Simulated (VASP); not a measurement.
# Ni (R-3m) in VASP: notebook

The runs below take Ni through single point, with LDA.

Everything below comes from runs of VASP 6.6.1. Logs are shortened: lines on timing, memory, paths and dates and some standing lists are left out, and cuts for length are marked.

**1. The cell of the first run**

The structure is trigonal, space group R-3m (No. 166). The conventional cell has a = 2.504 Å, b = 2.504 Å, c = 6.043 Å, α = 90.00°, β = 90.00°, γ = 120.00°. Ni (site symmetry -3m) has 12 Ni at 2.48 to 2.50 Å within 3.3 Å.

**2. Single point, LDA, collinear spin, ferromagnetic start**

INCAR

```
ALGO = Normal ; EDIFF = 1E-7
ENCUT = 520 ; GGA = CA
ISIF = 2 ; ISMEAR = 1
ISPIN = 2 ; LASPH = True
LCHARG = False ; LMAXMIX = 4
LORBIT = 11 ; LREAL = False
LWAVE = False ; MAGMOM = 1.5
NBANDS = 15 ; NELM = 150
PREC = Accurate ; SIGMA = 0.1
```

KPOINTS

```
k-points
0
Gamma
  17 17 17
```

POSCAR

```
Ni
1.0
   -0.0176194000      1.7531303000      1.7531303000
    1.7531303000     -0.0176194000      1.7531303000
    1.7531303000      1.7531303000     -0.0176194000
Ni
1
Direct
    0.0000000000      0.0000000000      0.0000000000
```

Potentials or basis: VASP PAW LDA potentials, release 64 (Ni).

Command:

```console
$ cat potpaw_LDA.64/Ni/POTCAR > POTCAR
$ mpirun -np 1 vasp_std > vasp.out
```

OUTCAR:

```text
EDIFF = 1E-7
   ENCUT = 520
   GGA = CA
   ISIF = 2
   ISMEAR = 1
   ISPIN = 2
   LASPH = True
   LORBIT = 11
   LREAL = False
   NELM = 150
   PREC = Accurate

 ion  position               nearest neighbor table
   1  0.000  0.000  0.000-

  LATTYP: Found a trigonal (rhomboedric) cell.
 ALAT       =     2.4793632531
 COS(alpha) =     0.4899250057

  Lattice vectors:

 A1 = (  -0.0176194000,   1.7531303000,   1.7531303000)
 A2 = (   1.7531303000,  -0.0176194000,   1.7531303000)
 A3 = (   1.7531303000,   1.7531303000,  -0.0176194000)

Analysis of symmetry for initial positions (statically):
=====================================================================
 Subroutine PRICEL returns:
 Original cell was already a primitive cell.

 Routine SETGRP: Setting up the symmetry group for a
 trigonal (rhombohedral) supercell.

 Subroutine GETGRP returns: Found 12 space group operations
 (whereof 12 operations were pure point group operations)
 out of a pool of 12 trial point group operations.

The static configuration has the point symmetry D_3d.

Analysis of symmetry for dynamics (positions and initial velocities):
=====================================================================
 Subroutine PRICEL returns:
 Original cell was already a primitive cell.

 Routine SETGRP: Setting up the symmetry group for a
 trigonal (rhombohedral) supercell.

 Subroutine GETGRP returns: Found 12 space group operations
 (whereof 12 operations were pure point group operations)
 out of a pool of 12 trial point group operations.

The dynamic configuration has the point symmetry D_3d.

Analysis of structural, dynamic, and magnetic symmetry:
=====================================================================
 Subroutine PRICEL returns:
 Original cell was already a primitive cell.

 Routine SETGRP: Setting up the symmetry group for a
 trigonal (rhombohedral) supercell.

 Subroutine GETGRP returns: Found 12 space group operations
 (whereof 12 operations were pure point group operations)
 out of a pool of 12 trial point group operations.

The overall configuration has the point symmetry D_3d.

 Subroutine INISYM returns: Found 12 space group operations
 (whereof 12 operations are pure point group operations),
 and found     1 'primitive' translations

----------------------------------------------------------------------------------------

                                     Primitive cell

  volume of cell :      10.9388

  direct lattice vectors                    reciprocal lattice vectors
[... 126 lines left out ...]
  ---------------------------------------------------
  ext. energy  EPLUGINS =         0.00000000
  ---------------------------------------------------
  free energy    TOTEN  =        -6.52026088 eV

  energy without entropy =       -6.52001741  energy(sigma->0) =       -6.52017973

 E-fermi :   8.9554     XC(G=0): -13.5808

 val. band max:        8.9528743126   @ k =   0.3529   0.2941   0.2353
 cond. band min:       8.9596039570   @ k =  -0.4118   0.1176  -0.0000
 fundamental gap:      0.0067296444
 Fermi energy:         8.9554443526

 spin component 1

 k-point     1 :       0.0000    0.0000    0.0000
  band No.  band energies     occupation
      1       0.0016      1.00000
      2       6.5525      1.00000
      3       6.5525      1.00000
      4       6.6508      1.00000
      5       7.7325      1.00000
      6       7.7325      1.00000
      7      32.6641      0.00000
      8      36.1446      0.00000
      9      36.1446      0.00000
     10      36.9244      0.00000
     11      39.1216      0.00000
     12      39.1216      0.00000
     13      39.7373      0.00000
     14      42.5806      0.00000
[... 403 lines left out ...]
      4       6.8099      1.00000
      5       7.5990      1.00000
      6       7.7822      1.00000
      7      29.0102      0.00000
      8      31.6157      0.00000
      9      35.2176      0.00000
     10      37.3055      0.00000
     11      39.2250      0.00000
     12      40.3434      0.00000
     13      43.0323      0.00000
     14      43.5895      0.00000
     15      46.1514      0.00000

 [... further k-points ...]

 spin component 2

 k-point     1 :       0.0000    0.0000    0.0000
  band No.  band energies     occupation
      1       0.0454      1.00000
      2       7.2045      1.00000
      3       7.2045      1.00000
      4       7.3068      1.00000
      5       8.3370      1.00000
      6       8.3370      1.00000
      7      32.6441      0.00000
      8      36.2001      0.00000
      9      36.2001      0.00000
     10      36.9762      0.00000
     11      39.2954      0.00000
     12      39.2954      0.00000
     13      39.9044      0.00000
     14      42.5560      0.00000
[... 403 lines left out ...]
      4       7.4693      1.00000
      5       8.1966      1.00000
      6       8.3921      1.00000
      7      29.1383      0.00000
      8      31.7048      0.00000
      9      35.2581      0.00000
     10      37.3880      0.00000
     11      39.2797      0.00000
     12      40.4618      0.00000
     13      43.2182      0.00000
     14      43.6389      0.00000
     15      46.3635      0.00000

 [... further k-points ...]

------------------------ aborting loop because EDIFF is reached ----------------------------------------

  FORCE on cell =-STRESS in cart. coord.  units (eV):
  Direction    XX          YY          ZZ          XY          YZ          ZX
  --------------------------------------------------------------------------------------
  -------------------------------------------------------------------------------------
  Total       -1.2004675     -1.2004675     -1.2004675      0.0768427      0.0768427      0.0768427
  in kB     -175.8289313   -175.8289313   -175.8289313     11.2549269     11.2549269     11.2549269
  external PRESSURE =    -175.8289313 kB  Pullay stress =       0.0000000 kB

 VOLUME and BASIS-vectors are now :
 -----------------------------------------------------------------------------
  energy-cutoff  :      520.00
  volume of cell :       10.94
      direct lattice vectors                 reciprocal lattice vectors
    -0.017619400  1.753130300  1.753130300    -0.280940185  0.283792369  0.283792369
     1.753130300 -0.017619400  1.753130300     0.283792369 -0.280940185  0.283792369
     1.753130300  1.753130300 -0.017619400     0.283792369  0.283792369 -0.280940185

 POSITION                                       TOTAL-FORCE (eV/Angst)
 -----------------------------------------------------------------------------------
      0.00000      0.00000      0.00000         0.000000      0.000000      0.000000
 -----------------------------------------------------------------------------------
    total drift:                                0.000000     -0.000000     -0.000000

  FREE ENERGIE OF THE ION-ELECTRON SYSTEM (eV)
  ---------------------------------------------------
  free  energy   TOTEN  =        -6.5202608812 eV

  energy  without entropy=       -6.5200174128  energy(sigma->0) =       -6.52017973

 total charge

# of ion       s       p       d       tot
------------------------------------------
    1        0.498   0.492   8.320   9.310

 magnetization (x)

# of ion       s       p       d       tot
------------------------------------------
    1       -0.004  -0.019   0.671   0.647
```

OSZICAR:

```text
N       E                     dE             d eps       ncg     rms          rms(c)
DAV:   1     0.325928708759E+02    0.32593E+02   -0.41748E+03 31015   0.859E+02
DAV:   2    -0.611586413562E+01   -0.38709E+02   -0.35813E+02 33526   0.163E+02
DAV:   3    -0.758173400432E+01   -0.14659E+01   -0.14516E+01 35535   0.312E+01
DAV:   4    -0.759096481491E+01   -0.92308E-02   -0.92295E-02 36042   0.236E+00
DAV:   5    -0.759108052173E+01   -0.11571E-03   -0.11570E-03 36474   0.237E-01    0.105E+01
DAV:   6    -0.694186167543E+01    0.64922E+00   -0.14764E+01 42556   0.436E+01    0.648E+00
DAV:   7    -0.653918845825E+01    0.40267E+00   -0.28597E+00 39760   0.169E+01    0.176E+00
DAV:   8    -0.652482919836E+01    0.14359E-01   -0.22327E-02 34873   0.914E-01    0.913E-01
DAV:   9    -0.652122711804E+01    0.36021E-02   -0.23425E-03 49205   0.274E-01    0.306E-01
DAV:  10    -0.652029642556E+01    0.93069E-03   -0.96891E-04 51933   0.171E-01    0.393E-02
DAV:  11    -0.652026567866E+01    0.30747E-04   -0.27691E-05 42618   0.386E-02    0.230E-02
DAV:  12    -0.652026082345E+01    0.48552E-05   -0.12398E-05 48948   0.169E-02    0.109E-02
DAV:  13    -0.652026088117E+01   -0.57725E-07   -0.21747E-07 36505   0.521E-03
   1 F= -.65202609E+01 E0= -.65201797E+01  d E =-.243468E-03  mag=     0.6419
```

stdout:

```text
POSCAR found type information on POSCAR Ni
 POSCAR found :  1 types and       1 ions
 scaLAPACK will be used
 LDA part: xc-table for (Slater(with rela. corr.)+CA(PZ))
 , standard interpolation
 POSCAR, INCAR and KPOINTS ok, starting setup
 FFT: planning ... GRIDC
 FFT: planning ... GRID_SOFT
 FFT: planning ... GRID
 WAVECAR not read
 entering main loop
```

Wall time 66 s (1 thread of Intel Xeon 6975P-C (Granite Rapids), shared host); peak memory 0.21 GiB.

Results:

```yaml
Free_energy: -6.5203 eV
Pressure: -17.6 GPa
Net_moment: 0.64 μB per cell
Site_moments: Ni +0.65 μB
Valence_electrons_inside_the_program's_atomic_spheres: Ni 9.31
```

Caveat: the cell stands under tension.

[end of part 1 of 2]
